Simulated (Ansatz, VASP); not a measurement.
# Two plane-wave programs on LiNbO3

```
Li Nb O
1.0
     5.18990    2.99639    9.34445
    -5.18990    2.99639    9.34445
     0.00000   -5.99278    9.34445
Li Nb O
16 16 48
Direct
  0.35923 0.35923 0.35923
  0.10923 0.10923 0.10923
  0.35923 0.35923 0.85923
  0.10923 0.10923 0.60923
  0.35923 0.85923 0.35923
  0.10923 0.60923 0.10923
  0.35923 0.85923 0.85923
  0.10923 0.60923 0.60923
  0.85923 0.35923 0.35923
  0.60923 0.10923 0.10923
  0.85923 0.35923 0.85923
  0.60923 0.10923 0.60923
  0.85923 0.85923 0.35923
  0.60923 0.60923 0.10923
  0.85923 0.85923 0.85923
  0.60923 0.60923 0.60923
  0.49926 0.49926 0.49926
  0.24926 0.24926 0.24926
  0.49926 0.49926 0.99926
  0.24926 0.24926 0.74926
  0.49926 0.99926 0.49926
  0.24926 0.74926 0.24926
  0.49926 0.99926 0.99926
  0.24926 0.74926 0.74926
  0.99926 0.49926 0.49926
  0.74926 0.24926 0.24926
  0.99926 0.49926 0.99926
  0.74926 0.24926 0.74926
  0.99926 0.99926 0.49926
  0.74926 0.74926 0.24926
  0.99926 0.99926 0.99926
  0.74926 0.74926 0.74926
  0.13995 0.32076 0.44489
  0.32076 0.44489 0.13995
  0.44489 0.13995 0.32076
  0.19489 0.07076 0.38995
  0.38995 0.19489 0.07076
  0.07076 0.38995 0.19489
  0.13995 0.32076 0.94489
  0.32076 0.44489 0.63995
  0.44489 0.13995 0.82076
  0.19489 0.07076 0.88995
  0.38995 0.19489 0.57076
  0.07076 0.38995 0.69489
  0.13995 0.82076 0.44489
  0.32076 0.94489 0.13995
  0.44489 0.63995 0.32076
  0.19489 0.57076 0.38995
  0.38995 0.69489 0.07076
  0.07076 0.88995 0.19489
  0.13995 0.82076 0.94489
  0.32076 0.94489 0.63995
  0.44489 0.63995 0.82076
  0.19489 0.57076 0.88995
  0.38995 0.69489 0.57076
  0.07076 0.88995 0.69489
  0.63995 0.32076 0.44489
  0.82076 0.44489 0.13995
  0.94489 0.13995 0.32076
  0.69489 0.07076 0.38995
  0.88995 0.19489 0.07076
  0.57076 0.38995 0.19489
  0.63995 0.32076 0.94489
  0.82076 0.44489 0.63995
  0.94489 0.13995 0.82076
  0.69489 0.07076 0.88995
  0.88995 0.19489 0.57076
  0.57076 0.38995 0.69489
  0.63995 0.82076 0.44489
  0.82076 0.94489 0.13995
  0.94489 0.63995 0.32076
  0.69489 0.57076 0.38995
  0.88995 0.69489 0.07076
  0.57076 0.88995 0.19489
  0.63995 0.82076 0.94489
  0.82076 0.94489 0.63995
  0.94489 0.63995 0.82076
  0.69489 0.57076 0.88995
  0.88995 0.69489 0.57076
  0.57076 0.88995 0.69489
```

Alike in both runs: task single point; functional PBE; k mesh 1 × 1 × 1; occupations fermi-dirac, width 0.01 eV; no spin polarisation.

|  | VASP | Ansatz |
| --- | --- | --- |
| version | VASP 6.6.1 | Ansatz 0.2.0 |
| potentials or method | VASP PAW PBE potentials, release 64 (Li_sv, Nb_sv, O), cutoff 520 eV | plane-wave PAW DFT |
| valence electrons in the cell | 544 | 544 |

|  | VASP | Ansatz | Ansatz less VASP |
| --- | --- | --- | --- |
| gap on the k mesh at the Fermi level (eV) | 3.67 | 3.68 | +0.013 |
| rms of the force components (eV/Å) | 0.009 | 0.007 | -0.0021 |

The k mesh is coarse, so the values compare programs but aren't converged. Noted on VASP's run: the cutoff is short for stress, so the pressure is rough.
